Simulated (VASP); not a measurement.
A run of VASP 6.6.1 is set up as follows.

File INCAR:

```
ALGO = Normal
EDIFF = 1E-6
ENCUT = 520
GGA = PS
ISIF = 2
ISMEAR = 0
LASPH = T
LCHARG = F
LREAL = F
LWAVE = F
NBANDS = 49
NELM = 100
PREC = Accurate
SIGMA = 0.02
```

Contents of KPOINTS:

```
k-points
0
Gamma
  12 12 2
```

File POSCAR:

```
WS2
1.0
    3.1472785917      0.0000000000      0.0000000000
   -1.5736392959      2.7256232132      0.0000000000
    0.0000000000      0.0000000000     18.5803002455
W S
3 6
Direct
    0.6666666667      0.3333333333      0.3326669282
    0.3333333333      0.6666666667      0.6660002616
    0.0000000000      0.0000000000      0.9993335949
    0.3333333333      0.6666666667      0.2483961461
    0.6666666667      0.3333333333      0.0835702590
    0.0000000000      0.0000000000      0.5817294794
    0.3333333333      0.6666666667      0.4169035924
    0.6666666667      0.3333333333      0.9150628127
    0.0000000000      0.0000000000      0.7502369257
```

Potentials or basis: VASP PAW PBE potentials, release 64 (W_sv, S).

Launch:

```sh
$ cat potpaw_PBE.64/W_sv/POTCAR potpaw_PBE.64/S/POTCAR > POTCAR
$ mpirun -np 1 vasp_std > vasp.out
```

**Question.** What does it give for the largest force?

**Answer.** 0.023 eV/Å.

**Question.** Predict the band gap on the k mesh.

**Answer.** 1.02 eV.

Stress tensor (GPa, compression positive):
```
0.34 0.00 0.00
0.00 0.34 0.00
0.00 0.00 0.81
```

Caveat: the cell differs from its parent crystal (strain along c alone, the other axes held: -3.0 %, then relaxed in part); the PAW data sets were made with another functional, which shifts forces and pressure a little; spin-orbit coupling is left out, which moves the levels of the heavy elements; this functional lacks dispersion, which binds layers or chains, so the pressure and a relaxed spacing across them are unreliable. A k mesh can miss the band edges.
